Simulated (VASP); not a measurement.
# Mg5NiS6 in VASP: a series of runs, part 3 of 3

VASP 6.6.1. The steps go on from the part before.

### 4 Single point, PBE

INCAR

```
SYSTEM = Mg5NiS6
PREC = Accurate ; ENCUT = 520
EDIFF = 1E-7 ; ISMEAR = 0
SIGMA = 0.2 ; LREAL = .FALSE.
LASPH = .TRUE. ; NELM = 100
ALGO = Normal ; ISIF = 2
LWAVE = .FALSE. ; LCHARG = .TRUE.
GGA = PE ; LELF = .TRUE.
LVHAR = .TRUE. ; NBANDS = 40
```

KPOINTS

```
Automatic mesh
0
G
  6 6 2
  0 0 0
```

POSCAR

```
Mg5NiS6
1.0
    3.6567428661     -0.0000710691      0.0000503028
   -0.0000653643      3.6561476783      0.0000810126
    0.0003684786      0.0001442919     15.3599889607
Mg Ni S
5 1 6
Direct
   -0.0008211835      0.0007433477      0.6593804578
    0.4998449173      0.4999419105      0.8279928740
    0.0001356590      0.0000879992      0.0000226613
    0.5002720784      0.5001308419      0.1720311758
    0.0000992422     -0.0003252319      0.3406200834
    0.4997971314      0.5001068792      0.4999757742
   -0.0000925711     -0.0000442981      0.8289217149
    0.5001020984      0.5000585899      0.0000100341
    0.0002181470      0.0000623787      0.1710789241
    0.5003467279      0.4995025797      0.3465222142
    0.0006071902     -0.0006555192      0.4999786341
    0.4994905628      0.5003905226      0.6534654521
```

Potentials or basis: VASP PAW PBE potentials, release 64 (Mg, Ni, S).

The run is started by

```sh
$ cat potpaw_PBE.64/Mg/POTCAR potpaw_PBE.64/Ni/POTCAR potpaw_PBE.64/S/POTCAR > POTCAR
$ mpirun -np 1 vasp_std > vasp.out
```

OUTCAR:

```text
SYSTEM = Mg5NiS6
   PREC = Accurate
   ENCUT = 520
   EDIFF = 1E-7
   ISMEAR = 0
   LREAL = .FALSE.
   LASPH = .TRUE.
   NELM = 100
   ISIF = 2
   GGA = PE

 ion  position               nearest neighbor table
   1  0.999  0.001  0.659-  11 2.45  12 2.59  12 2.59  12 2.59  12 2.59   7 2.60   2 3.66
   2  0.500  0.500  0.828-   7 2.59   7 2.59   7 2.59   7 2.59   8 2.64  12 2.68   1 3.66
   3  0.000  0.000  0.000-   8 2.59   8 2.59   8 2.59   8 2.59   9 2.63   7 2.63
   4  0.500  0.500  0.172-   9 2.59   9 2.59   9 2.59   9 2.59   8 2.64  10 2.68
   5  0.000  1.000  0.341-  11 2.45  10 2.59  10 2.59  10 2.59  10 2.59   9 2.60
   6  0.500  0.500  0.500-  10 2.36  12 2.36  11 2.58  11 2.59  11 2.59  11 2.59
   7  1.000  1.000  0.829-   2 2.59   2 2.59   2 2.59   2 2.59   1 2.60   3 2.63
   8  0.500  0.500  0.000-   3 2.59   3 2.59   3 2.59   3 2.59   2 2.64   4 2.64
   9  0.000  0.000  0.171-   4 2.59   4 2.59   4 2.59   4 2.59   5 2.60   3 2.63
  10  0.500  0.500  0.347-   6 2.36   5 2.59   5 2.59   5 2.59   5 2.59   4 2.68
  11  0.001  0.999  0.500-   5 2.45   1 2.45   6 2.58   6 2.59   6 2.59   6 2.59
  12  0.499  0.500  0.653-   6 2.36   1 2.59   1 2.59   1 2.59   1 2.59   2 2.68

  LATTYP: Found a base centered monoclinic cell.
 ALAT       =    61.6569154872
 B/A-ratio  =     0.0838687914
 C/A-ratio  =     0.2491202949
 COS(beta)  =    -0.9964770699

  Lattice vectors:

 A1 = (   3.6560059089,  -0.0003596529, -30.7199276186)
 A2 = (  -0.0008023215,   3.6558590945, -30.7198969088)
 A3 = (   0.0003684786,   0.0001442919,  15.3599889607)

Analysis of symmetry for initial positions (statically):
=====================================================================
 Subroutine PRICEL returns:
 Original cell was already a primitive cell.

 Routine SETGRP: Setting up the symmetry group for a
 base centered monoclinic supercell.

 Subroutine GETGRP returns: Found  1 space group operations
 (whereof  1 operations were pure point group operations)
 out of a pool of  4 trial point group operations.

The static configuration has the point symmetry C_1 .

Analysis of symmetry for dynamics (positions and initial velocities):
=====================================================================
 Subroutine PRICEL returns:
 Original cell was already a primitive cell.

 Routine SETGRP: Setting up the symmetry group for a
 base centered monoclinic supercell.

 Subroutine GETGRP returns: Found  1 space group operations
 (whereof  1 operations were pure point group operations)
 out of a pool of  4 trial point group operations.

The dynamic configuration has the point symmetry C_1 .

 Subroutine INISYM returns: Found  1 space group operations
 (whereof  1 operations are pure point group operations),
 and found     1 'primitive' translations

----------------------------------------------------------------------------------------

                                     Primitive cell

  volume of cell :     205.3568

  direct lattice vectors                    reciprocal lattice vectors
     3.656742866 -0.000071069  0.000050303     0.273467410  0.000004889 -0.000006560
    -0.000065364  3.656147678  0.000081013     0.000005316  0.273511928 -0.000002570
     0.000368479  0.000144292 15.359988961    -0.000000896 -0.000001443  0.065104213

  length of vectors
     3.656742867  3.656147680 15.359988966     0.273467410  0.273511928  0.065104214
[... 106 lines left out ...]
   dimension x,y,z NGXF=    56 NGYF=   56 NGZF=  240
   ions per type =               5   1   6
   NGX,Y,Z   is equivalent  to a cutoff of  12.73, 12.73, 12.99 a.u.
   NGXF,Y,Z  is equivalent  to a cutoff of  25.46, 25.46, 25.98 a.u.
 SYSTEM =  Mg5NiS6
   PREC   = accura    normal or accurate (medium, high low for compatibility)
   ISTART =      0    job   : 0-new  1-cont  2-samecut
   ICHARG =      2    charge: 1-file 2-atom 10-const
   ISPIN  =      1    spin polarized calculation?
   LNONCOLLINEAR =      F non collinear calculations
   LSORBIT =      F    spin-orbit coupling
   LASPH  =      T    aspherical Exc in radial PAW
   ENCUT  =  520.0 eV  38.22 Ry    6.18 a.u.   6.80  6.80 28.56*2*pi/ulx,y,z
   NELM   =    100;   NELMIN=  2; NELMDL= -5     # of ELM steps
   EDIFF  = 0.1E-06   stopping-criterion for ELM
   LREAL  =      F    real-space projection
   EDIFFG = 0.1E-05   stopping-criterion for IOM
   NSW    =      0    number of steps for IOM
   IBRION =     -1    ionic relax: 0-MD 1-quasi-New 2-CG
   NFREE  =      0    steps in history (QN), initial steepest desc. (CG)
   ISIF   =      2    stress and relaxation
   ISYM   =      2    0-nonsym 1-usesym 2-fastsym
   POTIM  = 0.5000    time-step for ionic-motion
   TEBEG  =    0.0;   TEEND  =   0.0 temperature during run
   PSTRESS=    0.0 pullay stress
   NELECT =      56.0000    total number of electrons
   NUPDOWN=      -1.0000    fix difference up-down
   EMIN   =  10.00;   EMAX   =-10.00  energy-range for DOS
   EFERMI =   0.00;   METHOD = LEGACY
   ISMEAR =     0;   SIGMA  =   0.20  broadening in eV -4-tet -1-fermi 0-gaus
   EFERMI_NEDOS =   21; number of points for ismear=-14 and -15
   IALGO  =     38    algorithm
   IMIX   =      4    mixing-type and parameters
     AMIX     =   0.40;   BMIX     =  1.00
     AMIX_MAG =   1.60;   BMIX_MAG =  1.00
  volume/ion in A,a.u.               =      17.11       115.48
  Fermi-wavevector in a.u.,A,eV,Ry     =   1.061617  2.006165 15.334180  1.127030
  Thomas-Fermi vector in A             =   2.197039
   LORBIT       =      0    0 simple, 1 ext, 2 COOP (PROOUT), +10 PAW based schemes
   GGA     = PE    functional components
   LHFCALC =     F    Hartree Fock is set to
   AEXX    =    0.0000 exact exchange contribution
   IVDW    =     0    specifies the selected vdW correction
   LEPSILON=     F    determine dielectric tensor
   LRPA    =     F    only Hartree local field effects (RPA)
 non-spin polarized calculation
 Gauss-broadening in eV      SIGMA  =   0.20
  energy-cutoff  :      520.00
  volume of cell :      205.36
 maximum number of plane-waves:      5588
   NGX = 13   NGY = 13   NGZ = 57

 number of electron      56.0000011 magnetization

 Free energy of the ion-electron system (eV)
  ---------------------------------------------------
  ext. energy  EPLUGINS =         0.00000000
  ---------------------------------------------------
  free energy    TOTEN  =       -51.98913520 eV

  energy without entropy =      -51.95646496  energy(sigma->0) =      -51.97280008

 E-fermi :   5.5221     XC(G=0):  -9.9336

 val. band max:        5.5033789608   @ k =  -0.0000   0.1667   0.5000
 cond. band min:       5.5863136171   @ k =  -0.3333   0.3333   0.5000
 fundamental gap:      0.0829346563
 Fermi energy:         5.5221205739

 k-point     1 :       0.0000    0.0000    0.0000
  band No.  band energies     occupation
      1      -8.7889      2.00000
      2      -8.4135      2.00000
      3      -8.4030      2.00000
      4      -7.6014      2.00000
      5      -7.5416      2.00000
      6      -6.8580      2.00000
[... 1021 lines left out ...]
     39      10.7902      0.00000
     40      10.9508      0.00000

 [... further k-points ...]

------------------------ aborting loop because EDIFF is reached ----------------------------------------

  FORCE on cell =-STRESS in cart. coord.  units (eV):
  Direction    XX          YY          ZZ          XY          YZ          ZX
  --------------------------------------------------------------------------------------
  -------------------------------------------------------------------------------------
  Total       -0.3234287     -0.3013014     -0.3128968      0.0022667     -0.0002777     -0.0042438
  in kB       -2.5233654     -2.3507298     -2.4411958      0.0176843     -0.0021669     -0.0331098
  external PRESSURE =      -2.4384303 kB  Pullay stress =       0.0000000 kB

 VOLUME and BASIS-vectors are now :
 -----------------------------------------------------------------------------
  energy-cutoff  :      520.00
  volume of cell :      205.36
      direct lattice vectors                 reciprocal lattice vectors
     3.656742866 -0.000071069  0.000050303     0.273467410  0.000004889 -0.000006560
    -0.000065364  3.656147678  0.000081013     0.000005316  0.273511928 -0.000002570
     0.000368479  0.000144292 15.359988961    -0.000000896 -0.000001443  0.065104213

 POSITION                                       TOTAL-FORCE (eV/Angst)
 -----------------------------------------------------------------------------------
      3.65398      0.00274     10.12813         0.003114     -0.003542     -0.002465
      1.82808      1.82795     12.71803         0.000714      0.000640     -0.022641
      0.00050      0.00032      0.00035        -0.000610     -0.000407     -0.001131
      1.82940      1.82854      2.64246        -0.000951     -0.001148      0.021936
      0.00042      3.65501      5.23200         0.002082     -0.000894      0.000082
      1.82778      1.82850      7.67969         0.001914     -0.001690      0.001824
      3.65664      3.65603     12.73236        -0.000690      0.000968      0.013981
      1.82871      1.82825      0.00022        -0.000062      0.000043     -0.000176
      0.00086      0.00025      2.62777         0.000233     -0.000453     -0.012861
      1.82973      1.82627      5.32264        -0.002989      0.003233     -0.038594
      0.00234      3.65382      7.67975        -0.003456      0.003256      0.002812
      1.82672      1.82956     10.03729         0.000702     -0.000006      0.037233
 -----------------------------------------------------------------------------------
    total drift:                                0.000005      0.000002      0.000015

  FREE ENERGIE OF THE ION-ELECTRON SYSTEM (eV)
  ---------------------------------------------------
  free  energy   TOTEN  =       -51.9891352045 eV

  energy  without entropy=      -51.9564649606  energy(sigma->0) =      -51.97280008
```

It took 13 min on 1 thread of Oxide Virtual Turin-like, shared host; peak memory 0.42 GiB.

What came out:

| Quantity | Value |
| --- | --- |
| Free energy | -51.9891 eV |
| Pressure | -0.2 GPa |
| Largest force | 0.039 eV/Å |
| Band gap on the k mesh | zero (bands 28 and 29 overlap by 1.40 eV) |

Forces in eV/Å, atoms in the order of the input:
```
Mg   0.003 -0.004 -0.002
Mg   0.001  0.001 -0.023
Mg  -0.001  0.000 -0.001
Mg  -0.001 -0.001  0.022
Mg   0.002 -0.001  0.000
Ni   0.002 -0.002  0.002
S   -0.001  0.001  0.014
S    0.000  0.000  0.000
S    0.000  0.000 -0.013
S   -0.003  0.003 -0.039
S   -0.003  0.003  0.003
S    0.001  0.000  0.037
```

Caveat: the run has no spin polarisation, though such a crystal can be magnetic. With open d or f shells a metallic result of PBE can be an artefact of self-interaction; +U or a hybrid may open a gap.

### 5 Single point, PBE, collinear spin, ferromagnetic start

INCAR

```
PREC     = Accurate       # precision mode
ENCUT    = 520            # plane-wave cutoff, eV
EDIFF    = 1E-6           # SCF threshold, eV
ISMEAR   = 0              # smearing method
SIGMA    = 0.1            # smearing width, eV
LREAL    = F              # projectors in reciprocal space
LASPH    = T              # aspherical terms in the spheres
NELM     = 150            # most SCF steps
ALGO     = Normal         # electronic algorithm
ISIF     = 2              # what is computed and relaxed
LWAVE    = F              # write WAVECAR
LCHARG   = T              # write CHGCAR
ISPIN    = 2              # spin polarisation
MAGMOM   = 0 0 0 0 0 2 0 0 0 0 0 0 # initial moments
LORBIT   = 11             # projections on sites
LMAXMIX  = 4              # l up to which the mixer works
GGA      = PE             # functional
LELF     = T              # ELF
LVHAR    = T            
NBANDS   = 44             # bands
```

KPOINTS

```
Automatic mesh
0
Gamma
  6 6 1
```

POSCAR

```
Mg5NiS6
1.0
    3.6573029000      0.0000000000      0.0000000000
    0.0000000000      3.6573029000      0.0000000000
    0.0000000000      0.0000000000     15.3485626000
Mg Ni S
5 1 6
Direct
    0.0000000000      0.0000000000      0.6593200000
    0.5000000000      0.5000000000      0.8276610000
    0.0000000000      0.0000000000      0.0000000000
    0.5000000000      0.5000000000      0.1723390000
    0.0000000000      0.0000000000      0.3406800000
    0.5000000000      0.5000000000      0.5000000000
    0.0000000000      0.0000000000      0.8289310000
    0.5000000000      0.5000000000      0.0000000000
    0.0000000000      0.0000000000      0.1710690000
    0.5000000000      0.5000000000      0.3466370000
    0.0000000000      0.0000000000      0.5000000000
    0.5000000000      0.5000000000      0.6533630000
```

The run is started by

```sh
$ cat potpaw_PBE.64/Mg/POTCAR potpaw_PBE.64/Ni/POTCAR potpaw_PBE.64/S/POTCAR > POTCAR
$ mpirun -np 1 vasp_std > vasp.out
```

Run time: 13 min. Hardware: 1 thread of Oxide Virtual Turin-like, shared host; peak memory 0.4 GiB.

The run converged. Its results:

```yaml
Free_energy: -51.9779 eV
Pressure: -0.2 GPa
Largest_force: 0.039 eV/Å
Band_gap_on_the_k_mesh: zero (filled and empty bands overlap)
Net_moment: 0.00 μB per cell
Valence_electrons_inside_the_program's_atomic_spheres: Mg 0.33, 0.30 (each value once); Ni 8.99; S 3.82, 3.79, 3.70 (each value once)
```

Forces on the atoms (eV/Å):
```
Mg   0.000  0.000  0.019
Mg   0.000  0.000  0.004
Mg   0.000  0.000  0.000
Mg   0.000  0.000 -0.004
Mg   0.000  0.000 -0.019
Ni   0.000  0.000  0.000
S    0.000  0.000 -0.003
S    0.000  0.000  0.000
S    0.000  0.000  0.003
S    0.000  0.000 -0.039
S    0.000  0.000  0.000
S    0.000  0.000  0.039
```

Stress tensor (GPa, compression positive):
```
-0.26  0.00  0.00
 0.00 -0.26  0.00
 0.00  0.00 -0.12
```

Levels at points of the mesh, in eV from the Fermi level:
Spin up:
```
           k point  band 24  band 25  band 26  band 27  band 28  band 29  band 30  band 31  band 32  band 33
(0.00, 0.00, 0.00)    -1.47    -1.19    -1.19    -0.93    -0.93    -0.76     1.28     2.31     2.42     2.58
(0.50, 0.00, 0.00)    -2.03    -1.07    -0.99    -0.88     0.41     0.97     3.34     3.41     3.76     3.78
(0.50, 0.50, 0.00)    -2.86    -1.38    -1.38    -1.08    -1.01    -0.95     1.16     1.42     2.63     3.03
```
Spin down:
```
           k point  band 25  band 26  band 27  band 28  band 29  band 30  band 31  band 32
(0.00, 0.00, 0.00)    -1.19    -1.19    -0.93    -0.93    -0.76     1.28     2.31     2.42
(0.50, 0.00, 0.00)    -1.08    -0.99    -0.88     0.41     0.97     3.34     3.41     3.76
(0.50, 0.50, 0.00)    -1.38    -1.38    -1.08    -1.01    -0.95     1.16     1.42     2.63
```

Caveat: the k points lie up to 0.41 Å⁻¹ apart, too coarse for converged energies and pressures of a metal. With open d or f shells a metallic result of PBE can be an artefact of self-interaction; +U or a hybrid may open a gap.

### 6 Overview

```tsv
cell	k mesh	smearing	gap on the mesh (eV)	pressure (GPa)	largest force (eV/Å)
a = 3.657, b = 3.657, c = 15.349 Å, 12 atoms	6 × 6 × 1	gaussian 0.1 eV	none	-0.2	0.04
a = 3.657, b = 3.657, c = 15.349 Å, 12 atoms	6 × 6 × 2	gaussian 0.2 eV	none	-0.2	0.04
a = 3.657, b = 3.656, c = 15.360 Å, 12 atoms	6 × 6 × 2	gaussian 0.2 eV	none	-0.2	0.04
```

Alike in all rows: task single point; level PBE; potentials or basis VASP PAW PBE potentials, release 64 (Mg, Ni, S); no spin polarisation; cutoff (eV) 520.

Caveats: some runs use coarse meshes; the run has no spin polarisation, though such a crystal can be magnetic.

Absolute energies hang on the potentials; compare differences alone.
